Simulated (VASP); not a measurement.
Here is a VASP 6.6.1 calculation.

The input INCAR:

```
SYSTEM = MoS2
PREC = Accurate
ENCUT = 520
EDIFF = 1E-6
ISMEAR = -1
SIGMA = 0.02
LREAL = .False.
LASPH = .True.
NELM = 150
ALGO = Normal
ISIF = 2
LWAVE = .False.
LCHARG = .False.
ISPIN = 2
MAGMOM = 2 2 0 0 0 0
LORBIT = 11
LMAXMIX = 4
GGA = PE
NBANDS = 39
```

KPOINTS

```
regular mesh
0
Gamma
  8 8 2
  0 0 0
```

Contents of POSCAR:

```
MoS2
1.0
    3.1689980500      0.0000000000      0.0000000000
   -1.5844990200      2.7444328200      0.0000000000
    0.0000000000      0.0000000000     12.3240000000
Mo S
2 4
Direct
    0.3333333300      0.6666666700      0.2500000000
    0.6666666700      0.3333333300      0.7500000000
    0.3333333300      0.6666666700      0.6230000000
    0.6666666700      0.3333333300      0.1230000000
    0.3333333300      0.6666666700      0.8770000000
    0.6666666700      0.3333333300      0.3770000000
```

Potentials or basis: VASP PAW PBE potentials, release 64 (Mo_sv, S).

Command:

```sh
$ cat potpaw_PBE.64/Mo_sv/POTCAR potpaw_PBE.64/S/POTCAR > POTCAR
$ mpirun -np 1 vasp_std > vasp.out
```

Estimate the band gap on the k mesh.

0.99 eV, indirect (least direct gap 1.94 eV).

What does it give for the net moment?

0.00 μB per cell.

Estimate the largest force.

0.078 eV/Å.

Stress tensor (GPa, compression positive):
```
1.75 0.00 0.00
0.00 1.75 0.00
0.00 0.00 2.11
```

Caveat: this functional lacks dispersion, which binds the layers, so the pressure and a relaxed spacing across them are unreliable.

**Measured values to compare with.**

From “Multiwavelength excitation Raman Scattering Analysis of bulk and 2 dimensional MoS2: Vibrational properties of atomically thin MoS2 layers”, 2015, arxiv:1506.03228, for a bulk crystal of MoS2 at 300 K: band gap 1.3 eV (indirect).

A measured gap of MoS2 is 1.3 eV (indirect; 300 K; “Multiwavelength excitation Raman Scattering Analysis of bulk and 2 dimensional MoS2: Vibrational properties of atomically thin MoS2 layers”, 2015, arxiv:1506.03228); the calculated 0.99 eV misses it by -0.31 eV. Spin-orbit coupling on Mo is left out. The value is that of PBE on a finite k mesh, which can miss the band edges, without temperature or zero-point motion. Semilocal functionals fall short of measured gaps as a rule.
